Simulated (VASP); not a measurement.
Runs of VASP 6.6.1 on ZnSe3. The structure is that of space group Fm-3m (No. 225), or close to it. The cells are those of the table. 

```csv
task,cell,k mesh,gap on the mesh (eV),pressure (GPa),relaxed volume (Å³/atom)
relaxation of cell and atoms,"relaxed from a = 4.807 Å, angles 60.0°, 4 atoms",12 × 12 × 12,none,-0.1,(b)
relaxation of cell and atoms,"relaxed from a = 5.601 Å, angles 60.0°, 4 atoms",4 × 4 × 4,none,-0.1,19.60
single point,"a = 4.818 Å, angles 60.0°, 4 atoms",12 × 12 × 12,none,0.0,-
single point,"a = 4.807 Å, angles 60.0°, 4 atoms",4 × 4 × 4,none,(a),-
single point,"a = 5.601 Å, angles 60.0°, 4 atoms",4 × 4 × 4,none,-9.3,-
```

Alike in all rows: level PBE; potentials or basis VASP PAW PBE potentials, release 64 (Zn, Se); no spin polarisation; cutoff (eV) 500; smearing gaussian 0.1 eV.

Question: Estimate the missing entries.

Answer: (a) -0.2; (b) 19.81.

Caveats: some runs use coarse meshes; the volume moved by over 15 % at a fixed basis, so the end points are rough (some runs).

A k mesh can miss the band edges, and the runs leave out spin-orbit coupling on Se.

A gap of «none» marks levels without a gap at the run's occupations.
